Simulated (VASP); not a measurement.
**KBr: single point with PBE**

KBr:

```xyz
16
Lattice="0.0000 6.6045 6.6045 6.6045 0.0000 6.6045 6.6045 6.6045 0.0000" Properties=species:S:1:pos:R:3 pbc="T T T"
K     0.0197    0.0076    0.0989
K     3.2879    3.3838    0.0496
K     3.1879    0.0594    3.2111
K     6.6061    3.3754    3.2774
K     0.1111    3.1847    3.3382
K     3.2597    6.5434    3.3393
K     3.2137    3.2968    6.7100
K     6.7522    6.3952    6.6306
Br    3.3858    3.2284    3.1836
Br    6.5318    6.5850    3.3635
Br    6.6051    3.2777    6.6012
Br    9.9927    6.7534    6.6157
Br    3.2849    6.6683    6.6109
Br    6.6192    9.9427    6.5810
Br    6.5178    6.6180    9.8058
Br    9.8888    9.8465    9.9583
```

```yaml
Program: VASP 6.6.1
Task: single point
Functional: PBE
Potentials_or_basis: VASP PAW PBE potentials, release 64 (K_sv, Br)
Cutoff: 520 eV
k_mesh: 2 × 2 × 2
Occupations: fermi-dirac, width 0.086 eV
Spin: no spin polarisation
```

```json
{
 "Pressure": "0.9 GPa",
 "Largest force": "0.376 eV/Å",
 "Band gap on the k mesh": "4.36 eV, direct"
}
```

Forces in eV/Å, atoms in the order of the input:
```
K   -0.011  0.009 -0.210
K    0.091 -0.047 -0.218
K    0.197 -0.191  0.138
K    0.043 -0.222  0.016
K   -0.182  0.208 -0.024
K   -0.071  0.071  0.004
K    0.156  0.147 -0.096
K   -0.179  0.330 -0.007
Br  -0.122  0.171  0.256
Br   0.049 -0.004 -0.007
Br  -0.029 -0.103  0.029
Br  -0.080 -0.234 -0.029
Br   0.045 -0.104 -0.054
Br  -0.042 -0.067  0.021
Br   0.092 -0.068  0.174
Br   0.045  0.104  0.009
```

Stress tensor (GPa, compression positive):
```
0.78 0.02 0.01
0.02 0.93 0.01
0.01 0.01 0.87
```

Levels at points of the mesh, in eV from the valence-band top:
| k point | band 61 | band 62 | band 63 | band 64 | band 65 | band 66 | band 67 | band 68 |
| --- | --- | --- | --- | --- | --- | --- | --- | --- |
| (0.00, 0.00, 0.00) | -0.23 | -0.04 | -0.01 | 0.00 | 4.36 | 5.81 | 5.81 | 5.82 |
| (0.50, 0.00, 0.00) | -0.26 | -0.25 | -0.10 | -0.07 | 5.57 | 5.65 | 6.47 | 6.48 |
| (0.00, 0.50, 0.00) | -0.25 | -0.21 | -0.14 | -0.09 | 5.59 | 5.63 | 6.49 | 6.52 |
| (0.00, 0.00, 0.50) | -0.23 | -0.20 | -0.16 | -0.12 | 5.60 | 5.61 | 6.48 | 6.53 |
| (0.50, 0.50, 0.50) | -0.21 | -0.19 | -0.17 | -0.11 | 5.60 | 5.61 | 6.49 | 6.52 |
| (0.50, 0.50, 0.00) | -0.21 | -0.19 | -0.17 | -0.10 | 5.80 | 5.84 | 6.40 | 6.49 |
| (0.00, 0.50, 0.50) | -0.20 | -0.18 | -0.16 | -0.11 | 5.78 | 5.87 | 6.41 | 6.51 |
| (0.50, 0.00, 0.50) | -0.21 | -0.19 | -0.15 | -0.12 | 5.80 | 5.84 | 6.45 | 6.46 |

It took 17 min on 1 thread of Oxide Virtual Turin-like Processor, on a shared host, peak memory 0.73 GiB.

PBE gaps usually lie below the measured ones, often by a third to a half.
